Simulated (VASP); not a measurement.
**ZnS: single point with PBE**

**The experiment to reproduce.**

“Electronic, vibrational, and thermodynamic properties of ZnS (zincblende and rocksalt structure)”, 2009, arxiv:0911.5022 quotes, for a bulk crystal of ZnS at 19 K: band gap 3.85 eV (direct).

The system is ZnS.

```
Zn S
1.0
     0.00000    2.72150    2.72150
     2.72150    0.00000    2.72150
     2.72150    2.72150    0.00000
Zn S
1 1
Cartesian
  1.3607 1.3607 1.3607
  0.0000 0.0000 0.0000
```

```
Program             : VASP 6.6.1
Task                : single point
Functional          : PBE
Potentials or basis : VASP PAW PBE potentials, release 64 (Zn, S)
Cutoff              : 520 eV
k mesh              : 6 × 6 × 6
Occupations         : gaussian, width 0.01 eV
Spin                : no spin polarisation
```

```json
{"Pressure": "0.2 GPa", "Band gap on the k mesh": "2.02 eV, direct"}
```

Levels at points of the mesh, in eV from the valence-band top:
| k point | band 7 | band 8 | band 9 | band 10 | band 11 | band 12 |
| --- | --- | --- | --- | --- | --- | --- |
| (0.00, 0.00, 0.00) | 0.00 | 0.00 | 0.00 | 2.02 | 6.41 | 6.41 |
| (0.50, 0.00, 0.00) | -5.15 | -0.84 | -0.84 | 3.27 | 6.94 | 6.94 |
| (0.50, 0.50, 0.00) | -4.48 | -2.14 | -2.14 | 3.45 | 4.07 | 10.83 |

Run time: 11 s on 1 thread of Intel(R) Xeon(R) Platinum 8259CL CPU @ 2.50GHz (Skylake/Cascade Lake), on a shared host, peak memory 0.16 GiB.

A measured gap of ZnS is 3.85 eV (direct; 19 K; quoted in “Electronic, vibrational, and thermodynamic properties of ZnS (zincblende and rocksalt structure)”, 2009, arxiv:0911.5022); the calculated 2.02 eV misses it by -1.83 eV. The value is that of PBE, without temperature or zero-point motion. Semilocal functionals fall short of measured gaps as a rule.
